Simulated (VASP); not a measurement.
A run of VASP 6.6.1:

The input INCAR:

```
  PREC = Accurate
  ENCUT = 520
  EDIFF = 1E-7
  ISMEAR = -1
  SIGMA = 0.1
  LREAL = False
  LASPH = True
  NELM = 80
  ALGO = Normal
  ISIF = 2
  LWAVE = False
  LCHARG = True
  LELF = True
  LVHAR = True
  NBANDS = 34
```

KPOINTS

```
Automatic mesh
0
Gamma
  5 5 5
```

POSCAR

```
Ga
1.0
    2.2178908173     -3.7419137528      0.0000000000
    2.2178908173      3.7419137528      0.0000000000
    0.0000000000      0.0000000000      4.4249628129
Ga
4
Direct
    0.8443628362      0.1556371638      0.0859373133
    0.6556371638      0.3443628362      0.5859373133
    0.1556371638      0.8443628362      0.9140626867
    0.3443628362      0.6556371638      0.4140626867
```

Potentials or basis: VASP PAW LDA potentials, release 64 (Ga_d).

Launch:

```console
$ cat potpaw_LDA.64/Ga_d/POTCAR > POTCAR
$ mpirun -np 1 vasp_std > vasp.out
```

Hardware: 1 thread of Intel(R) Xeon(R) Platinum 8259CL CPU @ 2.50GHz (Skylake/Cascade Lake), with other jobs on the host.

Q: How long does it take, and how much memory?

A: Run time: 44 s on 1 thread of Intel(R) Xeon(R) Platinum 8259CL CPU @ 2.50GHz (Skylake/Cascade Lake), on a shared host, peak memory 0.18 GiB. Counts: scf iterations 13, k points 27.
